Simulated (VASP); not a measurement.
# Zn2InO (P-4m2) in VASP: a series of runs, part 2 of 2

VASP 6.6.1. Earlier steps stand in the parts before.

## (4) Single point, PBE

This run uses another cell than the first one, of 17.67 Å³/atom.

Input file INCAR:

```
SYSTEM = Zn2InO
  PREC = Accurate
  ENCUT = 520
  EDIFF = 1E-6
  ISMEAR = 0
  SIGMA = 0.1
  LREAL = .False.
  LASPH = .True.
  NELM = 60
  ALGO = Normal
  ISIF = 2
  LWAVE = .False.
  LCHARG = .True.
  GGA = PE
  LELF = .True.
  LVHAR = .True.
  NBANDS = 30
```

Input file KPOINTS:

```
regular mesh
0
Gamma
  6 6 4
  0 0 0
```

Input file POSCAR:

```
Zn2InO
1.0
    3.2192726862      0.0000000000      0.0000000000
    0.0000000000      3.2192726862      0.0000000000
    0.0000000000      0.0000000000      6.8188161400
Zn In O
2 1 1
Direct
    0.5000000000      0.0000000000      0.8236487700
    0.0000000000      0.5000000000      0.1763512300
    0.5000000000      0.5000000000      0.5000000000
    0.0000000000      0.0000000000      0.0000000000
```

On the command line:

```console
> cat potpaw_PBE.64/Zn/POTCAR potpaw_PBE.64/In_d/POTCAR potpaw_PBE.64/O/POTCAR > POTCAR
> mpirun -np 1 vasp_std > vasp.out
```

Wall time 35 s (1 thread of AMD EPYC 9R45 (Zen 5), shared host); peak memory 0.18 GiB.

The run converged. Its results:

| Property | Result |
| --- | --- |
| Free energy | -11.9879 eV |
| Pressure | 0.4 GPa |
| Largest force | 0.069 eV/Å |
| Band gap on the k mesh | zero (an odd number of electrons rules out a gap without spin polarisation) |

Forces in eV/Å, atoms in the order of the input:
```
Zn   0.000  0.000 -0.069
Zn   0.000  0.000  0.069
In   0.000  0.000  0.000
O    0.000  0.000  0.000
```

Stress tensor (GPa, compression positive):
```
0.37 0.00 0.00
0.00 0.37 0.00
0.00 0.00 0.45
```

Levels at points of the mesh, in eV from the Fermi level:
| k point | band 19 | band 20 | band 21 | band 22 | band 23 | band 24 | band 25 | band 26 |
| --- | --- | --- | --- | --- | --- | --- | --- | --- |
| (0.00, 0.00, 0.00) | -2.89 | -2.89 | -1.50 | -0.75 | 6.33 | 6.40 | 6.40 | 7.24 |
| (0.50, 0.00, 0.00) | -4.09 | -3.07 | -2.58 | -1.58 | 2.60 | 3.51 | 3.92 | 8.06 |
| (0.50, 0.50, 0.00) | -4.21 | -2.03 | -0.76 | -0.76 | 1.28 | 3.02 | 3.18 | 3.98 |
| (0.00, 0.00, 0.50) | -3.80 | -2.87 | -2.87 | 1.89 | 3.06 | 6.17 | 6.17 | 9.27 |
| (0.50, 0.00, 0.50) | -4.84 | -2.58 | -2.12 | -0.46 | 0.85 | 3.35 | 5.92 | 6.73 |
| (0.50, 0.50, 0.50) | -4.22 | -1.55 | -0.87 | -0.87 | -0.26 | 3.98 | 4.47 | 4.47 |

Caveat: spin-orbit coupling is left out, which moves the levels of the heavy elements.

## (5) Relaxation of cell and atoms, PBE

This run uses another cell than the first one, of 19.60 Å³/atom.

Input file INCAR:

```
SYSTEM = Zn2InO
PREC     = Accurate       ! precision mode
ENCUT    = 600            ! plane-wave cutoff, eV
EDIFF    = 1E-6           ! SCF threshold, eV
ISMEAR   = 0              ! smearing method
SIGMA    = 0.1            ! smearing width, eV
LREAL    = .FALSE.        ! projectors in reciprocal space
LASPH    = .TRUE.         ! aspherical terms in the spheres
NELM     = 60             ! most SCF steps
ALGO     = Normal         ! electronic algorithm
ISIF     = 3              ! what is computed and relaxed
LWAVE    = .FALSE.        ! write WAVECAR
LCHARG   = .FALSE.        ! write CHGCAR
GGA      = PE             ! functional
IBRION   = 2              ! ionic algorithm
NSW      = 90             ! ionic steps
EDIFFG   = -0.04          ! ionic threshold
```

Input file KPOINTS:

```
regular mesh
0
G
  4 4 4
  0 0 0
```

Input file POSCAR:

```
Zn2InO
1.0
    4.1289917100      0.0000000000      0.0000000000
    0.0000000000      4.1289917100      0.0000000000
    0.0000000000      0.0000000000      4.5980106000
Zn In O
2 1 1
Direct
    0.5000000000      0.0000000000      0.6569881400
    0.0000000000      0.5000000000      0.3430118600
    0.5000000000      0.5000000000      0.5000000000
    0.0000000000      0.0000000000      0.0000000000
```

Potentials or basis: VASP PAW PBE potentials, release 64 (Zn, In_d, O).

On the command line:

```console
> cat potpaw_PBE.64/Zn/POTCAR potpaw_PBE.64/In_d/POTCAR potpaw_PBE.64/O/POTCAR > POTCAR
> mpirun -np 1 vasp_std > vasp.out
```

OUTCAR:

```text
SYSTEM = Zn2InO
   PREC = Accurate
   ENCUT = 600
   EDIFF = 1E-6
   ISMEAR = 0
   LREAL = .FALSE.
   LASPH = .TRUE.
   NELM = 60
   ISIF = 3
   GGA = PE
   IBRION = 2
   NSW = 90
   EDIFFG = -0.04

 ion  position               nearest neighbor table
   1  0.500  0.000  0.657-   3 2.19   3 2.19
   2  0.000  0.500  0.343-   3 2.19   3 2.19
   3  0.500  0.500  0.500-   1 2.19   2 2.19   1 2.19   2 2.19
   4  0.000  0.000  0.000-

  LATTYP: Found a simple tetragonal cell.
 ALAT       =     4.1289917100
 C/A-ratio  =     1.1135916279

  Lattice vectors:

 A1 = (   4.1289917100,   0.0000000000,   0.0000000000)
 A2 = (   0.0000000000,   4.1289917100,   0.0000000000)
 A3 = (   0.0000000000,   0.0000000000,   4.5980106000)

Analysis of symmetry for initial positions (statically):
=====================================================================
 Subroutine PRICEL returns:
 Original cell was already a primitive cell.

 Routine SETGRP: Setting up the symmetry group for a
 simple tetragonal supercell.

 Subroutine GETGRP returns: Found  8 space group operations
 (whereof  8 operations were pure point group operations)
 out of a pool of 16 trial point group operations.

[... 152 lines left out ...]

 number of electron      42.9999984 magnetization

 Free energy of the ion-electron system (eV)
  ---------------------------------------------------
  ext. energy  EPLUGINS =         0.00000000
  ---------------------------------------------------
  free energy    TOTEN  =        -5.21163711 eV

  energy without entropy =       -5.20515158  energy(sigma->0) =       -5.20839434

------------------------ aborting loop because EDIFF is reached ----------------------------------------

  FORCE on cell =-STRESS in cart. coord.  units (eV):
  Direction    XX          YY          ZZ          XY          YZ          ZX
  --------------------------------------------------------------------------------------
  -------------------------------------------------------------------------------------
  Total       15.8600841     15.8600841      0.1416183      0.0000000      0.0000000      0.0000000
  in kB      324.1589953    324.1589953      2.8944895      0.0000000      0.0000000      0.0000000
  external PRESSURE =     217.0708267 kB  Pullay stress =       0.0000000 kB
[... 1120 lines left out ...]
     24       6.8130      0.00000
     25       7.5345      0.00000

[... ionic steps 4 to 55 ...]

--------------------------------------- Ionic step       56  -------------------------------------------

 number of electron      43.0000041 magnetization

------------------------ aborting loop because EDIFF is reached ----------------------------------------
[... 71 lines left out ...]
--------------------------------------- Ionic step       58  -------------------------------------------

 number of electron      43.0000020 magnetization

 Free energy of the ion-electron system (eV)
  ---------------------------------------------------
  ext. energy  EPLUGINS =         0.00000000
  ---------------------------------------------------
  free energy    TOTEN  =       -12.06523152 eV

  energy without entropy =      -12.06513373  energy(sigma->0) =      -12.06518262

 E-fermi :   4.6053     XC(G=0): -10.4076

 val. band max:        4.4147834750   @ k =   0.5000   0.5000   0.2500
 cond. band min:       4.8081205771   @ k =   0.0000   0.0000   0.2500
 fundamental gap:      0.3933371022
 Fermi energy:         4.6053306641
[... 533 lines left out ...]
  FREE ENERGIE OF THE ION-ELECTRON SYSTEM (eV)
  ---------------------------------------------------
  free  energy   TOTEN  =       -12.0652315220 eV

  energy  without entropy=      -12.0651337250  energy(sigma->0) =      -12.06518262

 reached required accuracy - stopping structural energy minimisation
```

OSZICAR:

```text
N       E                     dE             d eps       ncg     rms          rms(c)
DAV:   1     0.335440613639E+03    0.33544E+03   -0.23442E+04   900   0.258E+03
[... 637 lines left out ...]
DAV:   1    -0.121176755088E+02   -0.57265E-01   -0.28255E+00  1022   0.199E+01    0.180E+00
DAV:   2    -0.120723568531E+02    0.45319E-01   -0.25299E-01  1022   0.881E+00    0.562E-01
DAV:   3    -0.120670475296E+02    0.53093E-02   -0.97171E-03  1119   0.130E+00    0.296E-01
DAV:   4    -0.120653441230E+02    0.17034E-02   -0.27069E-03  1301   0.620E-01    0.157E-01
DAV:   5    -0.120652632611E+02    0.80862E-04   -0.54481E-04   995   0.239E-01    0.966E-02
DAV:   6    -0.120652303649E+02    0.32896E-04   -0.68559E-05  1138   0.182E-01    0.271E-02
DAV:   7    -0.120652306369E+02   -0.27195E-06   -0.20347E-05   926   0.607E-02    0.882E-03
DAV:   8    -0.120652315220E+02   -0.88513E-06   -0.98771E-06  1211   0.223E-02
  58 F= -.12065232E+02 E0= -.12065183E+02  d E =-.298577E-01
```

CONTCAR:

```text
Zn2InO
   1.00000000000000
     3.2362240627234509    0.0000000000000000    0.0000000000000000
    -0.0000000000000000    3.2362240627234509    0.0000000000000001
    -0.0000000000000000    0.0000000000000002    6.6524351681784344
  Zn              In              O
     2     1     1
Direct
     0.5000000000000000    0.0000000000000000    0.8250848970692145
     0.0000000000000000    0.5000000000000000    0.1749151029307855
     0.5000000000000000    0.5000000000000000    0.5000000000000000
     0.0000000000000000    0.0000000000000000    0.0000000000000000

  0.00000000E+00  0.00000000E+00  0.00000000E+00
  0.00000000E+00  0.00000000E+00  0.00000000E+00
  0.00000000E+00  0.00000000E+00  0.00000000E+00
  0.00000000E+00  0.00000000E+00  0.00000000E+00
```

It took 17 min on 1 thread of AMD EPYC 9R45 (Zen 5), shared host; peak memory 0.23 GiB.

Results:

- Free energy: -12.0652 eV
- Relaxed volume: 17.42 Å³/atom
- Relaxed cell: a = 3.236 Å, b = 3.236 Å, c = 6.652 Å, α = 90.00°, β = 90.00°, γ = 90.00°
- Space group after relaxing (to 0.1 Å): P-4m2 (No. 115)
- Energy gained by relaxing: 1713.4 meV/atom
- Ionic steps: 58
- Pressure after relaxing: 0.1 GPa
- Largest force after relaxing: 0.007 eV/Å
- Band gap on the k mesh: zero (an odd number of electrons rules out a gap without spin polarisation)

Forces on the atoms (eV/Å):
```
Zn   0.000  0.000 -0.007
Zn   0.000  0.000  0.007
In   0.000  0.000  0.000
O    0.000  0.000  0.000
```

Step by step:
```
step  energy change (eV)  largest force (eV/Å)  pressure (GPa)  volume (Å³)
   1              0.0000                4.2587           21.71        78.39
   3             -2.4235                1.4855           -2.40       102.52
   5             -2.7313                1.4777           -2.74        98.82
   7             -4.1379                1.3936           12.84        60.89
   9             -4.5346                0.5910            9.28        60.55
  11             -4.5939                0.1737            8.30        60.30
  13             -4.7887                0.2232           -0.31        67.19
  15             -4.8481                0.2124           -0.74        68.41
  17             -5.3284                0.0983            1.51        70.08
  19             -5.3727                0.1158            4.63        70.14
  21             -5.4266                0.1424            1.69        73.56
  23             -5.4286                0.1648            1.02        74.60
  25             -5.4397                0.0977           -0.11        75.13
  27             -5.4405                0.0994           -0.07        75.04
  29             -5.4467                0.0958            0.48        74.35
  31             -5.4505                0.0683            1.17        73.45
  33             -5.4534                0.0576            1.12        73.53
  35             -5.4619                0.0003            1.00        73.83
  37             -5.4637                0.0400            0.87        74.00
  39             -5.4934                0.0912           -0.18        75.95
  41             -5.5238                0.2952           -1.64        79.05
  43             -5.6099                0.5395           -2.15        80.74
  45             -5.7023                1.2628           -3.31        82.82
  47             -5.6637                2.3921           -5.04        83.42
  49             -5.8104                1.7890           -4.07        82.76
  51             -6.3680                1.7191           -3.99        77.49
  53             -6.6640                1.4827           -3.22        71.61
  55             -6.8231                0.3514            2.58        67.80
  57             -6.8488                0.1561            0.94        69.00
  58             -6.8536                0.0071            0.14        69.67
```

Final structure:
```xyz
4
Lattice="3.2362 0.0000 0.0000 0.0000 3.2362 0.0000 0.0000 0.0000 6.6524" Properties=species:S:1:pos:R:3 pbc="T T T"
Zn    1.6181    0.0000    5.4888
Zn    0.0000    1.6181    1.1636
In    1.6181    1.6181    3.3262
O     0.0000    0.0000    0.0000
```

Caveat: the k points lie up to 0.49 Å⁻¹ apart in the final cell, too coarse for converged energies and pressures of a metal; a cell axis changed by over 15 % at a fixed basis, so the end point is rough; spin-orbit coupling is left out, which moves the levels of the heavy elements.

## (6) Overview

```csv
task,cell,k mesh,cutoff (eV),gap on the mesh (eV),pressure (GPa),largest force (eV/Å)
single point,"a = 3.202, b = 3.202, c = 6.840 Å, 4 atoms, atomic positions A",4 × 4 × 4,520,none,0.5,0.06
single point,"a = 4.129, b = 4.129, c = 4.598 Å, 4 atoms, atomic positions B",4 × 4 × 4,520,none,21.7,4.26
single point,"a = 3.219, b = 3.219, c = 6.819 Å, 4 atoms, atomic positions C",6 × 6 × 4,520,none,0.4,0.07
relaxation of cell and atoms,"relaxed from a = 4.129, b = 4.129, c = 4.598 Å, 4 atoms, atomic positions B",4 × 4 × 4,600,none,0.1,0.01
```

Alike in all rows: level PBE; potentials or basis VASP PAW PBE potentials, release 64 (Zn, In_d, O); no spin polarisation; smearing gaussian 0.1 eV.

Caveats: some runs use coarse meshes; spin-orbit coupling is left out, which moves the levels of the heavy elements; forces of over 1 eV/Å act on the atoms, so gaps and moduli don't describe the material at rest (at least some runs); a cell axis changed by over 15 % at a fixed basis, so the end point is rough (at least some runs).

Total energies depend on the potentials used, so only differences within one code and one set of settings carry meaning.

The gap in the log of VASP goes by the Fermi energy; the results here count the filled bands.